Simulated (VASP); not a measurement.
# TaH5 (Immm) in VASP: further runs

Runs on TaH5. Level: PBE. Tasks: single point, relaxation of cell and atoms.

Everything below comes from runs of VASP 6.6.1. Logs are shortened: lines on timing, memory, paths and dates and some standing lists are left out, and cuts for length are marked.

### Step 1. The cell of the first run

It takes space group Immm (No. 71, orthorhombic). Conventional cell: a = 3.875 Å, b = 5.160 Å, c = 5.511 Å, α = 90.00°, β = 90.00°, γ = 90.00°. Within 2.0 Å of Ta (site symmetry mmm) lie 4 H at 1.45 to 1.94 Å. H (site symmetry mm2) has 1 Ta at 1.45 Å within 1.9 Å. H (site symmetry mmm) has 2 Ta at 1.94 Å and 6 H at 2.26 to 2.42 Å within 2.6 Å. H (site symmetry mm2) has 1 H at 0.99 Å within 1.3 Å.

The cell was built from a structure type or drawn by symmetry, and may not be a known phase.

### Step 2. Single point, PBE

INCAR

```
ALGO = Normal
EDIFF = 1E-7
ENCUT = 520
GGA = PE
ISIF = 2
ISMEAR = 0
LASPH = True
LCHARG = False
LREAL = False
LWAVE = False
NBANDS = 17
NELM = 60
PREC = Accurate
SIGMA = 0.1
```

KPOINTS

```
k-points
0
Gamma
  6 6 6
```

POSCAR

```
TaH5
1.0
   -1.9374794900      2.5800728200      2.7552643900
    1.9374794900     -2.5800728200      2.7552643900
    1.9374794900      2.5800728200     -2.7552643900
Ta H
1 5
Direct
    0.0000000000      0.5000000000      0.5000000000
    0.7366126500      0.2366126500      0.5000000000
    0.2633873500      0.7633873500      0.5000000000
    0.0000000000      0.0000000000      0.0000000000
    0.5901049300      0.5901049300      0.0000000000
    0.4098950700      0.4098950700      0.0000000000
```

Potentials or basis: VASP PAW PBE potentials, release 64 (Ta_pv, H).

Run with:

```sh
$ cat potpaw_PBE.64/Ta_pv/POTCAR potpaw_PBE.64/H/POTCAR > POTCAR
$ mpirun -np 1 vasp_std > vasp.out
```

OUTCAR:

```text
EDIFF = 1E-7
   ENCUT = 520
   GGA = PE
   ISIF = 2
   ISMEAR = 0
   LASPH = True
   LREAL = False
   NELM = 60
   PREC = Accurate

 ion  position               nearest neighbor table
   1  0.000  0.500  0.500-   2 1.45   3 1.45   4 1.94   4 1.94
   2  0.737  0.237  0.500-   1 1.45
   3  0.263  0.763  0.500-   1 1.45
   4  0.000  0.000  0.000-   1 1.94   1 1.94
   5  0.590  0.590  0.000-
   6  0.410  0.410  0.000-

  LATTYP: Found a body centered orthorhombic cell.
 ALAT       =     3.8749589800
 B/A-ratio  =     1.3316645845
 C/A-ratio  =     1.4220869972

  Lattice vectors:

 A1 = (  -1.9374794900,   2.5800728200,   2.7552643900)
 A2 = (   1.9374794900,  -2.5800728200,   2.7552643900)
 A3 = (   1.9374794900,   2.5800728200,  -2.7552643900)

Analysis of symmetry for initial positions (statically):
=====================================================================
 Subroutine PRICEL returns:
 Original cell was already a primitive cell.

 Routine SETGRP: Setting up the symmetry group for a
 body centered orthorhombic supercell.

 Subroutine GETGRP returns: Found  8 space group operations
 (whereof  8 operations were pure point group operations)
 out of a pool of  8 trial point group operations.

The static configuration has the point symmetry D_2h.

Analysis of symmetry for dynamics (positions and initial velocities):
=====================================================================
 Subroutine PRICEL returns:
 Original cell was already a primitive cell.

 Routine SETGRP: Setting up the symmetry group for a
 body centered orthorhombic supercell.

 Subroutine GETGRP returns: Found  8 space group operations
 (whereof  8 operations were pure point group operations)
 out of a pool of  8 trial point group operations.

The dynamic configuration has the point symmetry D_2h.

 Subroutine INISYM returns: Found  8 space group operations
 (whereof  8 operations are pure point group operations),
 and found     1 'primitive' translations

----------------------------------------------------------------------------------------

                                     Primitive cell

  volume of cell :      55.0925

[... 95 lines left out ...]
   NELM   =     60;   NELMIN=  2; NELMDL= -5     # of ELM steps
   EDIFF  = 0.1E-06   stopping-criterion for ELM
   LREAL  =      F    real-space projection
   EDIFFG = 0.1E-05   stopping-criterion for IOM
   NSW    =      0    number of steps for IOM
   IBRION =     -1    ionic relax: 0-MD 1-quasi-New 2-CG
   NFREE  =      0    steps in history (QN), initial steepest desc. (CG)
   ISIF   =      2    stress and relaxation
   ISYM   =      2    0-nonsym 1-usesym 2-fastsym
   POTIM  = 0.5000    time-step for ionic-motion
   TEBEG  =    0.0;   TEEND  =   0.0 temperature during run
   PSTRESS=    0.0 pullay stress
   NELECT =      16.0000    total number of electrons
   NUPDOWN=      -1.0000    fix difference up-down
   EMIN   =  10.00;   EMAX   =-10.00  energy-range for DOS
   EFERMI =   0.00;   METHOD = LEGACY
   ISMEAR =     0;   SIGMA  =   0.10  broadening in eV -4-tet -1-fermi 0-gaus
   EFERMI_NEDOS =   21; number of points for ismear=-14 and -15
   IALGO  =     38    algorithm
   IMIX   =      4    mixing-type and parameters
     AMIX     =   0.40;   BMIX     =  1.00
     AMIX_MAG =   1.60;   BMIX_MAG =  1.00
  volume/ion in A,a.u.               =       9.18        61.96
  Fermi-wavevector in a.u.,A,eV,Ry     =   1.084137  2.048721 15.991640  1.175352
  Thomas-Fermi vector in A             =   2.220220
   LORBIT       =      0    0 simple, 1 ext, 2 COOP (PROOUT), +10 PAW based schemes
   GGA     = PE    functional components
   LHFCALC =     F    Hartree Fock is set to
   AEXX    =    0.0000 exact exchange contribution
   IVDW    =     0    specifies the selected vdW correction
   LEPSILON=     F    determine dielectric tensor
   LRPA    =     F    only Hartree local field effects (RPA)
 non-spin polarized calculation
 Gauss-broadening in eV      SIGMA  =   0.10
  energy-cutoff  :      520.00
  volume of cell :       55.09
 maximum number of plane-waves:      1504
   NGX = 15   NGY = 15   NGZ = 15

 number of electron      15.9999997 magnetization

 Free energy of the ion-electron system (eV)
  ---------------------------------------------------
  ext. energy  EPLUGINS =         0.00000000
  ---------------------------------------------------
  free energy    TOTEN  =       -20.49265037 eV

  energy without entropy =      -20.48304072  energy(sigma->0) =      -20.48784554

 E-fermi :   0.8568     XC(G=0):  -9.1964

 val. band max:        0.8471829203   @ k =  -0.1667  -0.1667   0.1667
 cond. band min:       0.8674135789   @ k =   0.3333   0.5000   0.0000
 fundamental gap:      0.0202306586
 Fermi energy:         0.8568174484

 k-point     1 :       0.0000    0.0000    0.0000
  band No.  band energies     occupation
      1     -34.7000      2.00000
      2     -34.5246      2.00000
      3     -34.4919      2.00000
      4      -8.3043      2.00000
      5      -4.5042      2.00000
      6      -3.6430      2.00000
[... 457 lines left out ...]
      4      -5.7922      2.00000
      5      -5.1139      2.00000
      6      -2.9876      2.00000
[... 9 lines left out ...]
     16      11.8729      0.00000
     17      13.2844      0.00000

 [... further k-points ...]

------------------------ aborting loop because EDIFF is reached ----------------------------------------

  FORCE on cell =-STRESS in cart. coord.  units (eV):
  Direction    XX          YY          ZZ          XY          YZ          ZX
  --------------------------------------------------------------------------------------
  -------------------------------------------------------------------------------------
  Total       -4.6206258     -6.8037070     22.9382369     -0.0000000      0.0000000      0.0000000
  in kB     -134.3751734   -197.8626576    667.0805356     -0.0000000      0.0000000      0.0000000
  external PRESSURE =     111.6142349 kB  Pullay stress =       0.0000000 kB

 VOLUME and BASIS-vectors are now :
 -----------------------------------------------------------------------------
  energy-cutoff  :      520.00
  volume of cell :       55.09
      direct lattice vectors                 reciprocal lattice vectors
    -1.937479490  2.580072820  2.755264390     0.000000000  0.193792980  0.181470788
     1.937479490 -2.580072820  2.755264390     0.258067248  0.000000000  0.181470788
     1.937479490  2.580072820 -2.755264390     0.258067248  0.193792980  0.000000000

 POSITION                                       TOTAL-FORCE (eV/Angst)
 -----------------------------------------------------------------------------------
      1.93748      0.00000      0.00000         0.000000     -0.000000     -0.000000
     -0.00000      2.58007      1.30386         0.000000      0.000000     -9.116856
      1.93748      0.00000      1.45140        -0.000000     -0.000000      9.116856
      0.00000      0.00000      0.00000         0.000000     -0.000000     -0.000000
      0.00000      0.00000      3.25179         0.000000      0.000000     -1.952427
      0.00000      0.00000      2.25874        -0.000000     -0.000000      1.952427
 -----------------------------------------------------------------------------------
    total drift:                                0.000000      0.000000     -0.000000

  FREE ENERGIE OF THE ION-ELECTRON SYSTEM (eV)
  ---------------------------------------------------
  free  energy   TOTEN  =       -20.4926503689 eV

  energy  without entropy=      -20.4830407207  energy(sigma->0) =      -20.48784554
```

OSZICAR:

```text
N       E                     dE             d eps       ncg     rms          rms(c)
DAV:   1     0.711812730744E+02    0.71181E+02   -0.76121E+03  1564   0.822E+02
DAV:   2    -0.213452856679E+02   -0.92527E+02   -0.88769E+02  1972   0.216E+02
DAV:   3    -0.236715535249E+02   -0.23263E+01   -0.22978E+01  1814   0.327E+01
DAV:   4    -0.236850729613E+02   -0.13519E-01   -0.13514E-01  2091   0.277E+00
DAV:   5    -0.236851894302E+02   -0.11647E-03   -0.11647E-03  1867   0.257E-01    0.157E+01
DAV:   6    -0.208446017607E+02    0.28406E+01   -0.22979E+00  1740   0.117E+01    0.573E+00
DAV:   7    -0.205442617783E+02    0.30034E+00   -0.97062E-01  2009   0.610E+00    0.190E+00
DAV:   8    -0.204972411212E+02    0.47021E-01   -0.11680E-01  1866   0.239E+00    0.157E+00
DAV:   9    -0.204955396002E+02    0.17015E-02   -0.14646E-02  1929   0.752E-01    0.507E-01
DAV:  10    -0.204926075488E+02    0.29321E-02   -0.65058E-03  1915   0.528E-01    0.106E-01
DAV:  11    -0.204926621038E+02   -0.54555E-04   -0.43689E-04  1776   0.132E-01    0.321E-02
DAV:  12    -0.204926496767E+02    0.12427E-04   -0.36132E-05  2006   0.402E-02    0.156E-02
DAV:  13    -0.204926504922E+02   -0.81549E-06   -0.41868E-06  1947   0.137E-02    0.479E-03
DAV:  14    -0.204926503672E+02    0.12501E-06   -0.62640E-07  1861   0.615E-03    0.116E-03
DAV:  15    -0.204926503689E+02   -0.17369E-08   -0.80642E-08  1276   0.183E-03
   1 F= -.20492650E+02 E0= -.20487846E+02  d E =-.960965E-02
```

stdout:

```text
POSCAR found type information on POSCAR TaH
 POSCAR found :  2 types and       6 ions
 scaLAPACK will be used
 LDA part: xc-table for (Slater+PW92), standard interpolation
 POSCAR, INCAR and KPOINTS ok, starting setup
 FFT: planning ... GRIDC
 FFT: planning ... GRID_SOFT
 FFT: planning ... GRID
 WAVECAR not read
 entering main loop
```

Wall time 42 s (1 thread of AMD EPYC 9R45 (Zen 5), shared host); peak memory 0.16 GiB.

What came out:

| Item | Value |
| --- | --- |
| Free energy | -20.4927 eV |
| Pressure | 11.2 GPa |
| Largest force | 9.117 eV/Å |
| Band gap on the k mesh | zero (bands 8 and 9 overlap by 1.68 eV) |

Forces on the atoms (eV/Å):
```
Ta   0.000  0.000  0.000
H    0.000  0.000 -9.117
H    0.000  0.000  9.117
H    0.000  0.000  0.000
H    0.000  0.000 -1.952
H    0.000  0.000  1.952
```

Stress tensor (GPa, compression positive):
```
-13.44   0.00   0.00
  0.00 -19.79   0.00
  0.00   0.00  66.71
```

Caveat: the cell stands under pressure; spin-orbit coupling is left out, which moves the levels of the heavy elements; forces of over 1 eV/Å act on the atoms, so gaps and moduli don't describe the material at rest.

(Continued in part 2 of 2.)
